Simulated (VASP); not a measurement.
# C3N (P1) in VASP: relaxation of cell and atoms with PBE

Aim: the relaxation of cell and atoms of C3N with PBE.

Program: VASP 6.6.1. These are calculated values, not measurements. Logs are shortened: lines on timing, memory, paths and dates and some standing lists are left out, and cuts for length are marked.

### 1 The cell of the first run

The typed cell holds 8 atoms: a = 2.494 Å, b = 3.688 Å, c = 6.157 Å, α = 84.55°, β = 86.84°, γ = 88.85°.

### 2 Relaxation of cell and atoms, PBE

Contents of INCAR:

```
SYSTEM = C3N
ALGO = Normal
EDIFF = 1E-6
EDIFFG = -0.04
ENCUT = 600
GGA = PE
IBRION = 2
ISIF = 3
ISMEAR = 0
LASPH = .TRUE.
LCHARG = .FALSE.
LREAL = .FALSE.
LWAVE = .FALSE.
NELM = 60
NSW = 90
PREC = Accurate
SIGMA = 0.1
```

Contents of KPOINTS:

```
k-points
0
G
  8 6 4
  0 0 0
```

Contents of POSCAR:

```
C3N
1.0
    2.4936965430      0.0000000000      0.0000000000
    0.0741796493      3.6872517969      0.0000000000
    0.3397849760      0.5780065634      6.1199205807
C N
6 2
Direct
    0.3711701505      0.7701744986      0.1798142284
    0.9599034677      0.0374298223      0.7274384795
    0.8923355950      0.7256078099      0.8510507739
    0.3792500683      0.4715613089      0.5424827557
    0.3846303316      0.7660015507      0.4064174724
    0.8849484902      0.4303963765      0.6997842732
    0.2562584825      0.0709543551      0.5148333068
    0.8715034142      0.7278742777      0.0781787102
```

Potentials or basis: VASP PAW PBE potentials, release 64 (C, N).

Run with:

```sh
$ cat potpaw_PBE.64/C/POTCAR potpaw_PBE.64/N/POTCAR > POTCAR
$ mpirun -np 1 vasp_std > vasp.out
```

OUTCAR:

```text
SYSTEM = C3N
   EDIFF = 1E-6
   EDIFFG = -0.04
   ENCUT = 600
   GGA = PE
   IBRION = 2
   ISIF = 3
   ISMEAR = 0
   LASPH = .TRUE.
   LREAL = .FALSE.
   NELM = 60
   NSW = 90
   PREC = Accurate

 ion  position               nearest neighbor table
   1  0.371  0.770  0.180-   8 1.38   5 1.40   8 1.44
   2  0.960  0.037  0.727-   3 1.33   6 1.45   7 1.46
   3  0.892  0.726  0.851-   2 1.33   8 1.40   6 1.50
   4  0.379  0.472  0.542-   5 1.31   6 1.53   7 1.54   6 1.63
   5  0.385  0.766  0.406-   4 1.31   7 1.38   1 1.40
   6  0.885  0.430  0.700-   2 1.45   3 1.50   4 1.53   4 1.63
   7  0.256  0.071  0.515-   5 1.38   2 1.46   4 1.54
   8  0.872  0.728  0.078-   1 1.38   3 1.40   1 1.44

  LATTYP: Found a triclinic cell.
 ALAT       =     7.2170093740
 B/A-ratio  =     1.4309262879
 C/A-ratio  =     2.1178471041
 COS(alpha) =     0.0063278875
 COS(beta)  =     0.3715260992
 COS(gamma) =     0.9294398005

  Lattice vectors:

 A1 = (   2.2280912163,   3.1092452335,  -6.1199205807)
 A2 = (   4.7959674086,   6.7964970304,  -6.1199205807)
 A3 = (  -3.3216257936,  -8.5305167206, -12.2398411614)

Analysis of symmetry for initial positions (statically):
=====================================================================
 Subroutine PRICEL returns:
 Original cell was already a primitive cell.

 Routine SETGRP: Setting up the symmetry group for a
 triclinic supercell.

 Subroutine GETGRP returns: Found  1 space group operations
 (whereof  1 operations were pure point group operations)
 out of a pool of  2 trial point group operations.

The static configuration has the point symmetry C_1 .

Analysis of symmetry for dynamics (positions and initial velocities):
=====================================================================
 Subroutine PRICEL returns:
 Original cell was already a primitive cell.

 Routine SETGRP: Setting up the symmetry group for a
 triclinic supercell.

 Subroutine GETGRP returns: Found  1 space group operations
 (whereof  1 operations were pure point group operations)
 out of a pool of  2 trial point group operations.

The dynamic configuration has the point symmetry C_1 .

 Subroutine INISYM returns: Found  1 space group operations
 (whereof  1 operations are pure point group operations),
 and found     1 'primitive' translations

----------------------------------------------------------------------------------------

                                     Primitive cell

  volume of cell :      56.2720

  direct lattice vectors                    reciprocal lattice vectors
     2.493696543  0.000000000  0.000000000     0.401011102 -0.008067489 -0.021502646
     0.074179649  3.687251797  0.000000000     0.000000000  0.271204695 -0.025614400
     0.339784976  0.578006563  6.119920581     0.000000000  0.000000000  0.163400813

  length of vectors
     2.493696543  3.687997890  6.156539071     0.401668212  0.272411608  0.163400813

  position of ions in fractional coordinates (direct lattice)
     0.371170150  0.770174499  0.179814228
     0.959903468  0.037429822  0.727438480
     0.892335595  0.725607810  0.851050774
     0.379250068  0.471561309  0.542482756
     0.384630332  0.766001551  0.406417472
     0.884948490  0.430396376  0.699784273
     0.256258483  0.070954355  0.514833307
     0.871503414  0.727874278  0.078178710

  ion indices of the primitive-cell ions
   primitive index   ion index
                 1           1
                 2           2
                 3           3
                 4           4
                 5           5
                 6           6
                 7           7
                 8           8

----------------------------------------------------------------------------------------

 KPOINTS: k-points

Automatic generation of k-mesh.
 Grid dimensions read from file:
 generate k-points for:    8    6    4

 Generating k-lattice:

  Cartesian coordinates                     Fractional coordinates (reciprocal lattice)
     0.050126388 -0.001008436 -0.002687831     0.125000000 -0.000000000  0.000000000
     0.000000000  0.045200783 -0.004269067     0.000000000  0.166666667  0.000000000
     0.000000000  0.000000000  0.040850203     0.000000000  0.000000000  0.250000000

  Length of vectors
     0.050208526  0.045401935  0.040850203

  Shift w.r.t. Gamma in fractional coordinates (k-lattice)
     0.000000000  0.000000000  0.000000000

 Subroutine IBZKPT returns following result:
 ===========================================

 Found    100 irreducible k-points:

 Following reciprocal coordinates:
            Coordinates               Weight
  0.000000  0.000000  0.000000      1.000000
  0.125000 -0.000000 -0.000000      2.000000
  0.250000 -0.000000 -0.000000      2.000000
  0.375000 -0.000000 -0.000000      2.000000
  0.500000 -0.000000 -0.000000      1.000000
  0.000000  0.166667  0.000000      2.000000
[... 16 lines left out ...]
  0.125000  0.500000  0.000000      2.000000
  0.250000  0.500000  0.000000      2.000000
 [... further k-points ...]
   k-points           NKPTS =    100   k-points in BZ     NKDIM =    100   number of bands    NBANDS=     22
   number of dos      NEDOS =    301   number of ions     NIONS =      8
   total plane-waves  NPLWV =  30000
   dimension x,y,z NGX =    20 NGY =   30 NGZ =   50
   dimension x,y,z NGXF=    40 NGYF=   60 NGZF=  100
   ions per type =               6   2
   NGX,Y,Z   is equivalent  to a cutoff of  13.33, 13.52, 13.50 a.u.
   NGXF,Y,Z  is equivalent  to a cutoff of  26.67, 27.05, 27.00 a.u.
 SYSTEM =  C3N
   PREC   = accura    normal or accurate (medium, high low for compatibility)
   ISTART =      0    job   : 0-new  1-cont  2-samecut
   ICHARG =      2    charge: 1-file 2-atom 10-const
   ISPIN  =      1    spin polarized calculation?
   LNONCOLLINEAR =      F non collinear calculations
   LSORBIT =      F    spin-orbit coupling
   LASPH  =      T    aspherical Exc in radial PAW
   ENCUT  =  600.0 eV  44.10 Ry    6.64 a.u.   4.98  7.37 12.30*2*pi/ulx,y,z
   NELM   =     60;   NELMIN=  2; NELMDL= -5     # of ELM steps
   EDIFF  = 0.1E-05   stopping-criterion for ELM
   LREAL  =      F    real-space projection
   EDIFFG = -.4E-01   stopping-criterion for IOM
   NSW    =     90    number of steps for IOM
   IBRION =      2    ionic relax: 0-MD 1-quasi-New 2-CG
   NFREE  =      1    steps in history (QN), initial steepest desc. (CG)
   ISIF   =      3    stress and relaxation
   ISYM   =      2    0-nonsym 1-usesym 2-fastsym
   POTIM  = 0.5000    time-step for ionic-motion
   TEBEG  =    0.0;   TEEND  =   0.0 temperature during run
   PSTRESS=    0.0 pullay stress
   NELECT =      34.0000    total number of electrons
   NUPDOWN=      -1.0000    fix difference up-down
   EMIN   =  10.00;   EMAX   =-10.00  energy-range for DOS
   EFERMI =   0.00;   METHOD = LEGACY
   ISMEAR =     0;   SIGMA  =   0.10  broadening in eV -4-tet -1-fermi 0-gaus
   EFERMI_NEDOS =   21; number of points for ismear=-14 and -15
   IALGO  =     38    algorithm
   IMIX   =      4    mixing-type and parameters
     AMIX     =   0.40;   BMIX     =  1.00
     AMIX_MAG =   1.60;   BMIX_MAG =  1.00
  volume/ion in A,a.u.               =       7.03        47.47
  Fermi-wavevector in a.u.,A,eV,Ry     =   1.384003  2.615387 26.061479  1.915465
  Thomas-Fermi vector in A             =   2.508548
   LORBIT       =      0    0 simple, 1 ext, 2 COOP (PROOUT), +10 PAW based schemes
   GGA     = PE    functional components
   LHFCALC =     F    Hartree Fock is set to
   AEXX    =    0.0000 exact exchange contribution
   IVDW    =     0    specifies the selected vdW correction
   LEPSILON=     F    determine dielectric tensor
   LRPA    =     F    only Hartree local field effects (RPA)
 conjugate gradient relaxation of ions
 non-spin polarized calculation
 Gauss-broadening in eV      SIGMA  =   0.10
  energy-cutoff  :      600.00
  volume of cell :       56.27
 maximum number of plane-waves:      1905
   NGX =  9   NGY = 15   NGZ = 25

--------------------------------------- Ionic step        1  -------------------------------------------

 number of electron      34.0000001 magnetization

 Free energy of the ion-electron system (eV)
  ---------------------------------------------------
  ext. energy  EPLUGINS =         0.00000000
  ---------------------------------------------------
  free energy    TOTEN  =       -63.41787986 eV

  energy without entropy =      -63.41588971  energy(sigma->0) =      -63.41688478

------------------------ aborting loop because EDIFF is reached ----------------------------------------

  FORCE on cell =-STRESS in cart. coord.  units (eV):
  Direction    XX          YY          ZZ          XY          YZ          ZX
  --------------------------------------------------------------------------------------
  -------------------------------------------------------------------------------------
  Total        4.2761948      9.7447599     15.1545271     -1.6933749     -3.7886384     -2.9445983
  in kB      121.7519353    277.4530728    431.4801152    -48.2138169   -107.8702173    -83.8386843
  external PRESSURE =     276.8950411 kB  Pullay stress =       0.0000000 kB
[... 107 lines left out ...]
  FREE ENERGIE OF THE ION-ELECTRON SYSTEM (eV)
  ---------------------------------------------------
  free  energy   TOTEN  =       -63.0707819148 eV

  energy  without entropy=      -63.0688692023  energy(sigma->0) =      -63.06982556

[... ionic steps 4 to 32 ...]

--------------------------------------- Ionic step       33  -------------------------------------------

 number of electron      33.9999999 magnetization

------------------------ aborting loop because EDIFF is reached ----------------------------------------

  FORCE on cell =-STRESS in cart. coord.  units (eV):
  Direction    XX          YY          ZZ          XY          YZ          ZX
  --------------------------------------------------------------------------------------
  -------------------------------------------------------------------------------------
  Total       -0.0156357     -0.0625941      0.0207570     -0.0288694      0.0194993      0.0197308
  in kB       -0.4133187     -1.6546335      0.5486990     -0.7631442      0.5154510      0.5215700
  external PRESSURE =      -0.5064177 kB  Pullay stress =       0.0000000 kB
[... 69 lines left out ...]
  energy  without entropy=      -64.7053902658  energy(sigma->0) =      -64.70605282

--------------------------------------- Ionic step       35  -------------------------------------------

 number of electron      33.9999999 magnetization

 Free energy of the ion-electron system (eV)
  ---------------------------------------------------
  ext. energy  EPLUGINS =         0.00000000
  ---------------------------------------------------
  free energy    TOTEN  =       -64.70671659 eV

  energy without entropy =      -64.70538875  energy(sigma->0) =      -64.70605267

 E-fermi :   7.4565     XC(G=0): -11.2356

 val. band max:        7.4075336211   @ k =  -0.2500   0.3333   0.2500
 cond. band min:       7.5034216288   @ k =   0.1250  -0.0000   0.2500
 fundamental gap:      0.0958880077
 Fermi energy:         7.4564997654

 k-point     1 :       0.0000    0.0000    0.0000
  band No.  band energies     occupation
      1     -16.3154      2.00000
      2     -14.7882      2.00000
      3     -11.0411      2.00000
      4      -8.1884      2.00000
      5      -8.0073      2.00000
      6      -5.5264      2.00000
[... 574 lines left out ...]
      6      -5.2506      2.00000
[... 14 lines left out ...]
     21      12.6260      0.00000
     22      14.1092      0.00000

 [... further k-points ...]
[... 5 lines left out ...]
  --------------------------------------------------------------------------------------
  -------------------------------------------------------------------------------------
  Total       -0.0015050      0.0319846      0.0302257      0.0049190     -0.0057953     -0.0064061
  in kB       -0.0397955      0.8457460      0.7992374      0.1300710     -0.1532417     -0.1693929
  external PRESSURE =       0.5350626 kB  Pullay stress =       0.0000000 kB
[... 23 lines left out ...]
  FREE ENERGIE OF THE ION-ELECTRON SYSTEM (eV)
  ---------------------------------------------------
  free  energy   TOTEN  =       -64.7067165866 eV

  energy  without entropy=      -64.7053887472  energy(sigma->0) =      -64.70605267

 reached required accuracy - stopping structural energy minimisation
```

It took 46 min on 1 thread of Intel Xeon 8259CL, shared host; peak memory 0.26 GiB.

Results:

| Property | Result |
| --- | --- |
| Free energy | -64.7067 eV |
| Relaxed volume | 7.57 Å³/atom |
| Relaxed cell | a = 2.532 Å, b = 3.760 Å, c = 6.364 Å, α = 89.50°, β = 89.32°, γ = 89.46° |
| Space group after relaxing (to 0.1 Å) | P1 (No. 1) |
| Energy gained by relaxing | 161.1 meV/atom |
| Ionic steps | 35 |
| Pressure after relaxing | 0.1 GPa |
| Largest force after relaxing | 0.038 eV/Å |
| Band gap on the k mesh | zero (bands 17 and 18 overlap by 3.25 eV) |

Forces on the atoms (eV/Å):
```
C    0.013 -0.005 -0.006
C    0.008  0.017 -0.012
C   -0.016  0.001  0.034
C   -0.001 -0.013  0.009
C    0.003 -0.003  0.001
C    0.008 -0.012 -0.016
N   -0.019  0.015 -0.009
N    0.005  0.001 -0.001
```

The path:
| step | energy change (eV) | largest force (eV/Å) | pressure (GPa) | volume (Å³) |
| --- | --- | --- | --- | --- |
| 1 | 0.0000 | 8.2815 | 27.69 | 56.27 |
| 2 | 2.5487 | 6.9358 | -9.65 | 66.64 |
| 3 | 0.3471 | 5.6925 | -4.49 | 62.37 |
| 4 | -0.5603 | 4.1177 | 1.67 | 60.11 |
| 5 | -0.7753 | 1.5372 | 16.26 | 57.40 |
| 6 | -0.8594 | 2.7969 | 8.80 | 58.55 |
| 7 | -0.8686 | 2.4547 | 10.22 | 58.30 |
| 8 | -0.7253 | 3.7819 | -12.78 | 63.07 |
| 9 | -1.0903 | 1.2817 | -1.39 | 60.29 |
| 10 | -1.1379 | 1.3252 | -1.58 | 60.76 |
| 11 | -1.1614 | 0.6206 | -1.67 | 60.58 |
| 12 | -1.2074 | 0.7421 | 0.63 | 60.25 |
| 13 | -1.2083 | 0.8894 | 1.01 | 60.20 |
| 14 | -1.2379 | 0.4403 | 1.02 | 60.25 |
| 15 | -1.2380 | 0.4631 | 1.03 | 60.25 |
| 16 | -1.2552 | 0.4720 | -0.58 | 60.58 |
| 17 | -1.2552 | 0.4384 | -0.51 | 60.57 |
| 18 | -1.2647 | 0.6576 | -0.60 | 60.69 |
| 19 | -1.2660 | 0.4181 | -0.58 | 60.66 |
| 20 | -1.2757 | 0.3059 | 0.14 | 60.58 |
| 21 | -1.2757 | 0.3015 | 0.13 | 60.58 |
| 22 | -1.2815 | 0.1992 | 0.14 | 60.58 |
| 23 | -1.2815 | 0.2323 | 0.14 | 60.57 |
| 24 | -1.2853 | 0.1633 | -0.34 | 60.61 |
| 25 | -1.2853 | 0.1570 | -0.32 | 60.61 |
| 26 | -1.2873 | 0.0959 | 0.26 | 60.54 |
| 27 | -1.2873 | 0.0958 | 0.24 | 60.54 |
| 28 | -1.2882 | 0.0741 | 0.09 | 60.58 |
| 29 | -1.2882 | 0.0751 | 0.09 | 60.58 |
| 30 | -1.2886 | 0.0436 | -0.11 | 60.61 |
| 31 | -1.2886 | 0.0527 | -0.13 | 60.62 |
| 32 | -1.2887 | 0.0493 | -0.04 | 60.61 |
| 33 | -1.2887 | 0.0408 | -0.05 | 60.61 |
| 34 | -1.2888 | 0.0443 | 0.06 | 60.59 |
| 35 | -1.2888 | 0.0381 | 0.05 | 60.59 |

Final structure:
```cif
data_structure
_symmetry_space_group_name_H-M 'P 1'
_symmetry_Int_Tables_number 1
_cell_length_a 2.5324
_cell_length_b 3.7601
_cell_length_c 6.3642
_cell_angle_alpha 89.505
_cell_angle_beta 89.317
_cell_angle_gamma 89.463
_cell_volume 60.59
loop_
_atom_site_label
_atom_site_type_symbol
_atom_site_fract_x
_atom_site_fract_y
_atom_site_fract_z
_atom_site_occupancy
C1 C 0.35779 0.75500 0.17642 1
C2 C 0.99953 0.05072 0.72428 1
C3 C 0.90589 0.75588 0.84437 1
C4 C 0.38507 0.44048 0.55490 1
C5 C 0.35012 0.74709 0.40255 1
C6 C 0.89309 0.44187 0.70461 1
N1 N 0.24831 0.05108 0.52448 1
N2 N 0.86020 0.75787 0.06840 1
```

Levels at points of the mesh, in eV from the Fermi level:
```csv
k point,band 14,band 15,band 16,band 17,band 18,band 19,band 20,band 21
"(0.00, 0.00, 0.00)",-4.53,-3.84,-0.11,0.72,2.11,2.58,3.10,4.38
"(0.50, 0.00, 0.00)",-6.22,-4.50,-3.74,-2.88,-1.51,1.77,3.95,5.79
"(0.00, 0.50, 0.00)",-4.52,-3.08,-1.03,0.38,1.52,2.18,3.03,3.48
"(0.50, 0.50, 0.00)",-5.63,-4.36,-3.94,-2.44,-1.64,0.69,3.61,5.25
"(0.00, 0.00, 0.50)",-5.52,-3.75,-0.22,1.42,1.92,2.56,3.13,4.36
"(0.50, 0.00, 0.50)",-6.18,-4.15,-3.54,-2.56,-1.33,1.29,4.35,5.84
"(0.00, 0.50, 0.50)",-4.87,-3.04,-1.32,1.17,1.48,2.11,3.04,3.53
"(0.50, 0.50, 0.50)",-5.53,-4.15,-3.64,-2.27,-0.99,0.45,3.71,4.96
```

The gap in the log of VASP goes by the Fermi energy; the results here count the filled bands.